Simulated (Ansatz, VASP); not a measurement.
## One calculation of ZrAl3B3N, two programs

```
Zr Al B N
1.0
     4.85044    0.00000    0.00000
     0.00000    4.85044    0.00000
     0.00000    0.00000    4.85044
Zr Al B N
1 3 3 1
Direct
  0.50000 0.50000 0.50000
  0.00000 0.50000 0.50000
  0.50000 0.00000 0.50000
  0.50000 0.50000 0.00000
  0.50000 0.00000 0.00000
  0.00000 0.50000 0.00000
  0.00000 0.00000 0.50000
  0.00000 0.00000 0.00000
```

Alike in both runs: functional PBE; k mesh 3 × 3 × 3; occupations gaussian, width 0.15 eV; no spin polarisation.

Ansatz relaxed the structure, and its values are those at the end. VASP's run is a single point on that final structure, the one shown.

|  | VASP | Ansatz |
| --- | --- | --- |
| version | VASP 6.6.1 | Ansatz 0.2.0 |
| potentials or method | VASP PAW PBE potentials, release 64 (Zr_sv, Al, B, N), cutoff 520 eV | scalar-relativistic, plane waves, PAW |
| valence electrons in the cell | 35 | 35 |

|  | VASP | Ansatz | Ansatz less VASP |
| --- | --- | --- | --- |
| gap on the k mesh at the Fermi level (eV) | none | none | - |
| pressure (GPa) | 0.4 | 0.4 | +0.04 |

A gap of «none» marks a metal or a gap that the smearing closes.

The k mesh is coarse, so the values compare programs but aren't converged.
